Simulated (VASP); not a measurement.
A run of VASP 6.6.1:

File INCAR:

```
PREC = Accurate
ENCUT = 520
EDIFF = 1E-7
ISMEAR = 0
SIGMA = 0.1
LREAL = False
LASPH = True
NELM = 60
ALGO = Normal
ISIF = 2
LWAVE = False
LCHARG = False
LDIPOL = True
IDIPOL = 3
DIPOL = 0.5 0.5 0.336
GGA = PE
NBANDS = 36
```

File KPOINTS:

```
Automatic mesh
0
Gamma
  9 9 1
```

The input POSCAR:

```
Ti3CN3
1.0
    3.0028555063      0.0000000000      0.0000000000
    0.0000000000      3.0028555063      0.0000000000
    0.0000000000      0.0000000000     19.7584944394
Ti N C
3 3 1
Direct
    0.5000000000      0.5000000000      0.2024445745
    0.0000000000      0.0000000000      0.3072496205
    0.5000000000      0.5000000000      0.4076776406
    0.0000000000      0.0000000000      0.2024445745
    0.5000000000      0.5000000000      0.3055678855
    0.0000000000      0.0000000000      0.4179718482
    0.3750000000      0.3750000000      0.5094575590
```

Potentials or basis: VASP PAW PBE potentials, release 64 (Ti_sv, N, C).

Launch:

```sh
$ cat potpaw_PBE.64/Ti_sv/POTCAR potpaw_PBE.64/N/POTCAR potpaw_PBE.64/C/POTCAR > POTCAR
$ mpirun -np 1 vasp_std > vasp.out
```

Hardware: 1 thread of Intel(R) Xeon(R) 6975P-C (Granite Rapids), on a shared host.

Question: How long does it take, and how much memory?

Answer: It took 2.4 min on 1 thread of Intel(R) Xeon(R) 6975P-C (Granite Rapids) (shared host), peak memory 0.36 GiB. Counts: scf iterations 32, k points 25.
